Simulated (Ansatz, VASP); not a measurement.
## One calculation of Sn, two programs

File INCAR:

```
SYSTEM = Sn
PREC = Accurate
ENCUT = 500
EDIFF = 1E-6
ISMEAR = 1
SIGMA = 0.15
LREAL = .False.
LASPH = .True.
NELM = 120
ALGO = Normal
ISIF = 2
LWAVE = .False.
LCHARG = .True.
GGA = B5
ALDAX = 1.0
AGGAX = 1.0
AGGAC = 1.0
ALDAC = 0.0
IVDW = 13
VDW_S6 = 1.0
VDW_S8 = 2.34076671
VDW_A1 = 0.44488865
VDW_A2 = 4.0933009
LELF = .True.
LVHAR = .True.
NBANDS = 21
GGA_COMPAT = .False.
```

File KPOINTS:

```
regular mesh
0
Gamma
  9 9 9
  0 0 0
```

POSCAR

```
Sn
1.0
   -2.9401404550      2.9401404550      1.5993019900
    2.9401404550     -2.9401404550      1.5993019900
    2.9401404550      2.9401404550     -1.5993019900
Sn
2
Direct
    0.0000000000      1.0000000000      0.0000000000
    0.7500000000      0.2500000000      0.5000000000
```

input.yaml

```yaml
crystal:
  lattice: { a: 5.88028091, b: 5.88028091, c: 3.19860398, alpha: 90.0, beta: 90.0, gamma: 90.0 }
  space_group: 141
  setting: { origin_choice: 1 }
  reduce_to_primitive: true
  atoms:
    - { symbol: Sn, wyckoff: "4a", position: [0.0, 0.0, 0.0] }
hamiltonian:
  xc: blyp
  pseudopotentials: { kind: nc, source: spms }
  dispersion: d4
kpoints:
  mp_grid: { grid: [9, 9, 9] }
scf:
  occupations: { method: cold, width: 0.15 }
output:
  forces: true
  stress: true
  eigenvalues: true
```

Alike in both runs: task single point; functional BLYP; dispersion D4; k mesh 9 × 9 × 9; no spin polarisation.

```csv
,VASP,Ansatz
version,VASP 6.6.1,Ansatz 0.2.0
potentials or method,"VASP PAW PBE potentials, release 64 (Sn_d)",SPMS NC
plane-wave cutoff (eV),500,490
occupations,"methfessel-paxton of order 1, width 0.15 eV","cold, width 0.15 eV"
valence electrons in the cell,28,28
```

Ansatz gave:

```
gap on the k mesh at the Fermi level (eV)                     : none
pressure (GPa)                                                : 0.7
traceless stress, the component that is largest in VASP (GPa) : -0.21
```

**Question.** Estimate VASP's values.

**Answer.** gap on the k mesh at the Fermi level (eV): none; pressure (GPa): 1.3; traceless stress, the component that is largest in VASP (GPa): -0.23.

VASP's potentials were made for PBE, not for BLYP. A gap of «none» marks a metal or a gap that the smearing closes.

Noted on Ansatz's run: the potentials were made for another functional, which shifts forces and pressure.
